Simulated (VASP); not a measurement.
Runs of VASP 6.6.1 on WC. The structure is that of space group P-6m2 (No. 187), or close to it. The cells are those of the table. 

```csv
cell,gap on the mesh (eV),pressure (GPa)
"a = 2.945, b = 2.945, c = 2.874 Å, angles 90.0, 90.0, 120.0°, 2 atoms",none,(a)
"a = 2.887, b = 2.887, c = 2.818 Å, angles 90.0, 90.0, 120.0°, 2 atoms",none,15.5
"a = 2.906, b = 2.906, c = 2.837 Å, angles 90.0, 90.0, 120.0°, 2 atoms",none,6.7
"a = 2.926, b = 2.926, c = 2.855 Å, angles 90.0, 90.0, 120.0°, 2 atoms",none,-1.2
```

Alike in all rows: task single point; level PBE; potentials or basis VASP PAW PBE potentials, release 64 (W_sv, C_h); no spin polarisation; k mesh 11 × 11 × 10; cutoff (eV) 1300; smearing fermi-dirac 0.15 eV.

Task: Estimate the missing entries.

Result: (a) -8.3.

Caveats: spin-orbit coupling is left out, which moves the levels of the heavy elements; the cell stands under pressure (at least some runs); the cell stands under tension (at least some runs).

A k mesh can miss the band edges, and the runs leave out spin-orbit coupling on W.

A gap of «none» marks levels without a gap at the run's occupations.
